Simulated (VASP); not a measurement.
Runs of VASP 6.6.1 on SrTiO3. The structure is that of space group Pm-3m (No. 221), or close to it. The cells are those of the table. 

```tsv
task	level	cell	cutoff (eV)	gap on the mesh (eV)	pressure (GPa)
single point	PBE	a = 3.852 Å, 5 atoms	600	1.93	(a)
single point	PBE	a = 3.905, b = 3.905, c = 3.866 Å, 5 atoms	600	1.86	6.8
electric field gradients	PBEsol	a = 3.905 Å, 5 atoms	520	1.80	(b)
relaxation of the atoms	PBE	atoms relaxed from a = 3.931 Å, 5 atoms	520	1.82	1.4
relaxation of the atoms	PBE	atoms relaxed from a = 3.956 Å, 5 atoms	520	1.78	-1.9
single point	PBE	a = 3.905, b = 3.905, c = 4.022 Å, 5 atoms	600	1.74	-0.2
single point	PBE	a = 3.905, b = 3.905, c = 3.944 Å, 5 atoms	600	1.82	3.0
single point	PBE	a = 3.879 Å, 5 atoms	600	(c)	(d)
```

Alike in all rows: potentials or basis VASP PAW PBE potentials, release 64 (Sr_sv, Ti_sv, O); no spin polarisation; k mesh 8 × 8 × 8; smearing fermi-dirac 0.02 eV.

Fill in the values left out.

(a) 13.3; (b) -1.3; (c) 1.89; (d) 8.8.

Caveats: the relaxation stopped at its first step, so nothing moved (some runs); the PAW data sets were made with another functional, which shifts forces and pressure a little (some runs).

A k mesh can miss the band edges, and the runs leave out spin-orbit coupling on Sr.
